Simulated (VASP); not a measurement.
# Tl3Ge in VASP: a series of runs

Tl3Ge is run at these levels: LDA; tasks: single point.

Everything below comes from runs of VASP 6.6.1. Logs are shortened: lines on timing, memory, paths and dates and some standing lists are left out, and cuts for length are marked.

## (1) The cell of the first run

Symmetry: Pm-3m, No. 221, cubic system. The conventional cell has a = 4.819 Å, b = 4.819 Å, c = 4.819 Å, α = 90.00°, β = 90.00°, γ = 90.00°. Within 4.5 Å of Tl (site symmetry 4/mmm) lie 8 Tl at 3.41 Å and 4 Ge at 3.41 Å. Within 4.5 Å of Ge (site symmetry m-3m) lie 12 Tl at 3.41 Å.

## (2) Single point, LDA

File INCAR:

```
PREC     = Accurate       # precision mode
ENCUT    = 520            # plane-wave cutoff, eV
EDIFF    = 1E-6           # SCF threshold, eV
ISMEAR   = -1             # smearing method
SIGMA    = 0.1            # smearing width, eV
LREAL    = F              # projectors in reciprocal space
LASPH    = T              # aspherical terms in the spheres
NELM     = 80             # most SCF steps
ALGO     = Normal         # electronic algorithm
ISIF     = 2              # what is computed and relaxed
LWAVE    = F              # write WAVECAR
LCHARG   = F              # write CHGCAR
GGA      = CA             # functional
NBANDS   = 34             # bands
```

File KPOINTS:

```
Automatic mesh
0
Gamma
  5 5 5
```

File POSCAR:

```
Tl3Ge
1.0
    4.8185230000      0.0000000000      0.0000000000
    0.0000000000      4.8185230000      0.0000000000
    0.0000000000      0.0000000000      4.8185230000
Tl Ge
3 1
Direct
    0.0000000000      0.5000000000      0.5000000000
    0.5000000000      0.0000000000      0.5000000000
    0.5000000000      0.5000000000      0.0000000000
    0.0000000000      0.0000000000      0.0000000000
```

Potentials or basis: VASP PAW LDA potentials, release 64 (Tl_d, Ge_d).

The run is started by

```console
cat potpaw_LDA.64/Tl_d/POTCAR potpaw_LDA.64/Ge_d/POTCAR > POTCAR
mpirun -np 1 vasp_std > vasp.out
```

OUTCAR:

```text
PREC = Accurate
   ENCUT = 520
   EDIFF = 1E-6
   ISMEAR = -1
   LREAL = F
   LASPH = T
   NELM = 80
   ISIF = 2
   GGA = CA

 ion  position               nearest neighbor table
   1  0.000  0.500  0.500-   2 3.41   3 3.41   4 3.41   3 3.41   4 3.41   2 3.41   4 3.41   4 3.41
                             2 3.41   3 3.41   3 3.41   2 3.41
   2  0.500  0.000  0.500-   1 3.41   3 3.41   4 3.41   3 3.41   4 3.41   1 3.41   3 3.41   3 3.41
                             1 3.41   4 3.41   4 3.41   1 3.41
   3  0.500  0.500  0.000-   1 3.41   2 3.41   4 3.41   1 3.41   2 3.41   2 3.41   4 3.41   2 3.41
                             1 3.41   4 3.41   1 3.41   4 3.41
   4  0.000  0.000  0.000-   1 3.41   2 3.41   3 3.41   1 3.41   2 3.41   1 3.41   3 3.41   1 3.41
                             2 3.41   3 3.41   2 3.41   3 3.41

  LATTYP: Found a simple cubic cell.
 ALAT       =     4.8185230000

  Lattice vectors:

 A1 = (   4.8185230000,   0.0000000000,   0.0000000000)
 A2 = (   0.0000000000,   4.8185230000,   0.0000000000)
 A3 = (   0.0000000000,   0.0000000000,   4.8185230000)

Analysis of symmetry for initial positions (statically):
=====================================================================
 Subroutine PRICEL returns:
 Original cell was already a primitive cell.

 Routine SETGRP: Setting up the symmetry group for a
 simple cubic supercell.

 Subroutine GETGRP returns: Found 48 space group operations
 (whereof 48 operations were pure point group operations)
 out of a pool of 48 trial point group operations.

The static configuration has the point symmetry O_h .

Analysis of symmetry for dynamics (positions and initial velocities):
=====================================================================
 Subroutine PRICEL returns:
 Original cell was already a primitive cell.

 Routine SETGRP: Setting up the symmetry group for a
 simple cubic supercell.

 Subroutine GETGRP returns: Found 48 space group operations
 (whereof 48 operations were pure point group operations)
 out of a pool of 48 trial point group operations.

The dynamic configuration has the point symmetry O_h .

 Subroutine INISYM returns: Found 48 space group operations
 (whereof 48 operations are pure point group operations),
 and found     1 'primitive' translations

----------------------------------------------------------------------------------------

                                     Primitive cell

  volume of cell :     111.8773

  direct lattice vectors                    reciprocal lattice vectors
     4.818523000  0.000000000  0.000000000     0.207532474  0.000000000  0.000000000
     0.000000000  4.818523000  0.000000000     0.000000000  0.207532474  0.000000000
     0.000000000  0.000000000  4.818523000     0.000000000  0.000000000  0.207532474

  length of vectors
     4.818523000  4.818523000  4.818523000     0.207532474  0.207532474  0.207532474

  position of ions in fractional coordinates (direct lattice)
     0.000000000  0.500000000  0.500000000
     0.500000000  0.000000000  0.500000000
     0.500000000  0.500000000  0.000000000
     0.000000000  0.000000000  0.000000000

  ion indices of the primitive-cell ions
   primitive index   ion index
                 1           1
                 2           2
                 3           3
                 4           4

----------------------------------------------------------------------------------------

 KPOINTS: Automatic mesh

Automatic generation of k-mesh.
 Grid dimensions read from file:
 generate k-points for:    5    5    5

 Generating k-lattice:

  Cartesian coordinates                     Fractional coordinates (reciprocal lattice)
     0.041506495  0.000000000  0.000000000     0.200000000  0.000000000  0.000000000
     0.000000000  0.041506495  0.000000000     0.000000000  0.200000000  0.000000000
     0.000000000  0.000000000  0.041506495     0.000000000  0.000000000  0.200000000

  Length of vectors
     0.041506495  0.041506495  0.041506495

  Shift w.r.t. Gamma in fractional coordinates (k-lattice)
     0.000000000  0.000000000  0.000000000

 Subroutine IBZKPT returns following result:
 ===========================================

 Found     10 irreducible k-points:

 Following reciprocal coordinates:
            Coordinates               Weight
  0.000000  0.000000  0.000000      1.000000
  0.200000  0.000000  0.000000      6.000000
  0.400000  0.000000  0.000000      6.000000
  0.200000  0.200000  0.000000     12.000000
  0.400000  0.200000  0.000000     24.000000
  0.400000  0.400000  0.000000     12.000000
  0.200000  0.200000  0.200000      8.000000
  0.400000  0.200000  0.200000     24.000000
  0.400000  0.400000  0.200000     24.000000
  0.400000  0.400000  0.400000      8.000000
   k-points           NKPTS =     10   k-points in BZ     NKDIM =     10   number of bands    NBANDS=     34
   number of dos      NEDOS =    301   number of ions     NIONS =      4
   total plane-waves  NPLWV =  46656
   dimension x,y,z NGX =    36 NGY =   36 NGZ =   36
   dimension x,y,z NGXF=    72 NGYF=   72 NGZF=   72
   ions per type =               3   1
   NGX,Y,Z   is equivalent  to a cutoff of  12.42, 12.42, 12.42 a.u.
   NGXF,Y,Z  is equivalent  to a cutoff of  24.84, 24.84, 24.84 a.u.
 SYSTEM =  unknown system
   PREC   = accura    normal or accurate (medium, high low for compatibility)
   ISTART =      0    job   : 0-new  1-cont  2-samecut
   ICHARG =      2    charge: 1-file 2-atom 10-const
   ISPIN  =      1    spin polarized calculation?
   LNONCOLLINEAR =      F non collinear calculations
   LSORBIT =      F    spin-orbit coupling
   LASPH  =      T    aspherical Exc in radial PAW
   ENCUT  =  520.0 eV  38.22 Ry    6.18 a.u.   8.96  8.96  8.96*2*pi/ulx,y,z
   NELM   =     80;   NELMIN=  2; NELMDL= -5     # of ELM steps
   EDIFF  = 0.1E-05   stopping-criterion for ELM
   LREAL  =      F    real-space projection
   EDIFFG = 0.1E-04   stopping-criterion for IOM
   NSW    =      0    number of steps for IOM
   IBRION =     -1    ionic relax: 0-MD 1-quasi-New 2-CG
   NFREE  =      0    steps in history (QN), initial steepest desc. (CG)
   ISIF   =      2    stress and relaxation
   ISYM   =      2    0-nonsym 1-usesym 2-fastsym
   POTIM  = 0.5000    time-step for ionic-motion
   TEBEG  =    0.0;   TEEND  =   0.0 temperature during run
   PSTRESS=    0.0 pullay stress
   NELECT =      53.0000    total number of electrons
   NUPDOWN=      -1.0000    fix difference up-down
   EMIN   =  10.00;   EMAX   =-10.00  energy-range for DOS
   EFERMI =   0.00;   METHOD = LEGACY
   ISMEAR =    -1;   SIGMA  =   0.10  broadening in eV -4-tet -1-fermi 0-gaus
   EFERMI_NEDOS =   21; number of points for ismear=-14 and -15
   IALGO  =     38    algorithm
   IMIX   =      4    mixing-type and parameters
     AMIX     =   0.40;   BMIX     =  1.00
     AMIX_MAG =   1.60;   BMIX_MAG =  1.00
  volume/ion in A,a.u.               =      27.97       188.75
  Fermi-wavevector in a.u.,A,eV,Ry     =   1.276202  2.411673 22.159704  1.628692
  Thomas-Fermi vector in A             =   2.408872
   LORBIT       =      0    0 simple, 1 ext, 2 COOP (PROOUT), +10 PAW based schemes
   GGA     = CA    functional components
   LHFCALC =     F    Hartree Fock is set to
   AEXX    =    0.0000 exact exchange contribution
   IVDW    =     0    specifies the selected vdW correction
   LEPSILON=     F    determine dielectric tensor
   LRPA    =     F    only Hartree local field effects (RPA)
 non-spin polarized calculation
  energy-cutoff  :      520.00
  volume of cell :      111.88
 maximum number of plane-waves:      3034
 NGX is ok and might be reduce to    36
   NGX = 17   NGY = 17   NGZ = 17

 number of electron      53.0000002 magnetization

 Free energy of the ion-electron system (eV)
  ---------------------------------------------------
  ext. energy  EPLUGINS =         0.00000000
  ---------------------------------------------------
  free energy    TOTEN  =       -13.16437706 eV

  energy without entropy =      -13.09385382  energy(sigma->0) =      -13.12911544

 E-fermi :   5.5081     XC(G=0): -10.3911

 val. band max:        5.4767420734   @ k =   0.4000   0.2000   0.0000
 cond. band min:       5.8008488870   @ k =   0.4000   0.4000   0.0000
 fundamental gap:      0.3241068135
 Fermi energy:         5.5080958960

 k-point     1 :       0.0000    0.0000    0.0000
  band No.  band energies     occupation
      1     -19.1357      2.00000
      2     -19.1357      2.00000
      3     -19.1357      2.00000
      4     -19.1352      2.00000
      5     -19.1352      2.00000
      6      -6.2240      2.00000
[... 26 lines left out ...]
     33       9.9981      0.00000
     34      12.6792      0.00000

 k-point     2 :       0.2000    0.0000    0.0000
  band No.  band energies     occupation
      1     -19.1357      2.00000
      2     -19.1357      2.00000
      3     -19.1357      2.00000
      4     -19.1352      2.00000
      5     -19.1350      2.00000
      6      -6.1617      2.00000
[... 26 lines left out ...]
     33       9.7572      0.00000
     34      12.9649      0.00000

 k-point     3 :       0.4000    0.0000    0.0000
  band No.  band energies     occupation
      1     -19.1357      2.00000
      2     -19.1357      2.00000
      3     -19.1357      2.00000
      4     -19.1351      2.00000
      5     -19.1346      2.00000
      6      -6.1178      2.00000
[... 26 lines left out ...]
     33      10.4212      0.00000
     34      11.3893      0.00000

 k-point     4 :       0.2000    0.2000    0.0000
  band No.  band energies     occupation
      1     -19.1358      2.00000
      2     -19.1357      2.00000
      3     -19.1357      2.00000
      4     -19.1350      2.00000
      5     -19.1349      2.00000
      6      -6.1187      2.00000
[... 26 lines left out ...]
     33      10.0284      0.00000
     34      11.6619      0.00000

 k-point     5 :       0.4000    0.2000    0.0000
  band No.  band energies     occupation
      1     -19.1358      2.00000
      2     -19.1357      2.00000
      3     -19.1357      2.00000
      4     -19.1350      2.00000
      5     -19.1345      2.00000
      6      -6.0620      2.00000
[... 26 lines left out ...]
     33       9.6706      0.00000
     34      11.0333      0.00000

 k-point     6 :       0.4000    0.4000    0.0000
  band No.  band energies     occupation
      1     -19.1360      2.00000
      2     -19.1357      2.00000
      3     -19.1357      2.00000
      4     -19.1349      2.00000
      5     -19.1343      2.00000
      6      -5.9799      2.00000
[... 26 lines left out ...]
     33      10.8031      0.00000
     34      11.3492      0.00000

 k-point     7 :       0.2000    0.2000    0.2000
  band No.  band energies     occupation
      1     -19.1358      2.00000
      2     -19.1358      2.00000
      3     -19.1358      2.00000
      4     -19.1348      2.00000
      5     -19.1348      2.00000
      6      -6.1243      2.00000
[... 26 lines left out ...]
     33       9.8222      0.00000
     34      11.1042      0.00000

 k-point     8 :       0.4000    0.2000    0.2000
  band No.  band energies     occupation
      1     -19.1358      2.00000
      2     -19.1358      2.00000
      3     -19.1358      2.00000
      4     -19.1348      2.00000
      5     -19.1345      2.00000
      6      -6.0689      2.00000
[... 26 lines left out ...]
     33      10.6064      0.00000
     34      11.3039      0.00000

 k-point     9 :       0.4000    0.4000    0.2000
  band No.  band energies     occupation
      1     -19.1360      2.00000
      2     -19.1358      2.00000
      3     -19.1358      2.00000
      4     -19.1347      2.00000
      5     -19.1343      2.00000
      6      -6.0316      2.00000
[... 26 lines left out ...]
     33      11.7698      0.00000
     34      11.9106      0.00000

 k-point    10 :       0.4000    0.4000    0.4000
  band No.  band energies     occupation
      1     -19.1360      2.00000
      2     -19.1360      2.00000
      3     -19.1360      2.00000
      4     -19.1344      2.00000
      5     -19.1344      2.00000
      6      -6.0723      2.00000
[... 26 lines left out ...]
     33      12.5907      0.00000
     34      13.6304      0.00000

------------------------ aborting loop because EDIFF is reached ----------------------------------------

  FORCE on cell =-STRESS in cart. coord.  units (eV):
  Direction    XX          YY          ZZ          XY          YZ          ZX
  --------------------------------------------------------------------------------------
  -------------------------------------------------------------------------------------
  Total       -2.9182072     -2.9182072     -2.9182072      0.0000000      0.0000000     -0.0000000
  in kB      -41.7912054    -41.7912054    -41.7912054      0.0000000      0.0000000     -0.0000000
  external PRESSURE =     -41.7912054 kB  Pullay stress =       0.0000000 kB

 VOLUME and BASIS-vectors are now :
 -----------------------------------------------------------------------------
  energy-cutoff  :      520.00
  volume of cell :      111.88
      direct lattice vectors                 reciprocal lattice vectors
     4.818523000  0.000000000  0.000000000     0.207532474  0.000000000  0.000000000
     0.000000000  4.818523000  0.000000000     0.000000000  0.207532474  0.000000000
     0.000000000  0.000000000  4.818523000     0.000000000  0.000000000  0.207532474

 POSITION                                       TOTAL-FORCE (eV/Angst)
 -----------------------------------------------------------------------------------
      0.00000      2.40926      2.40926         0.000000      0.000000      0.000000
      2.40926      0.00000      2.40926         0.000000      0.000000      0.000000
      2.40926      2.40926      0.00000         0.000000      0.000000      0.000000
      0.00000      0.00000      0.00000         0.000000      0.000000      0.000000
 -----------------------------------------------------------------------------------
    total drift:                                0.000000      0.000000      0.000000

  FREE ENERGIE OF THE ION-ELECTRON SYSTEM (eV)
  ---------------------------------------------------
  free  energy   TOTEN  =       -13.1643770577 eV

  energy  without entropy=      -13.0938538154  energy(sigma->0) =      -13.12911544
```

Wall time 25 s (1 thread of Intel Xeon Platinum 8488C (Sapphire Rapids), shared host); peak memory 0.18 GiB.

Results:

```
Free energy            : -13.1644 eV
Pressure               : -4.2 GPa
Band gap on the k mesh : zero (an odd number of electrons rules out a gap without spin polarisation)
```

Levels at points of the mesh, in eV from the Fermi level:
| k point | band 25 | band 26 | band 27 | band 28 | band 29 | band 30 |
| --- | --- | --- | --- | --- | --- | --- |
| (0.00, 0.00, 0.00) | -2.07 | -2.07 | -2.07 | 2.77 | 2.77 | 2.77 |

Caveat: the cell stands under tension; spin-orbit coupling is left out, which moves the levels of the heavy elements.

(Continued in part 2 of 2.)
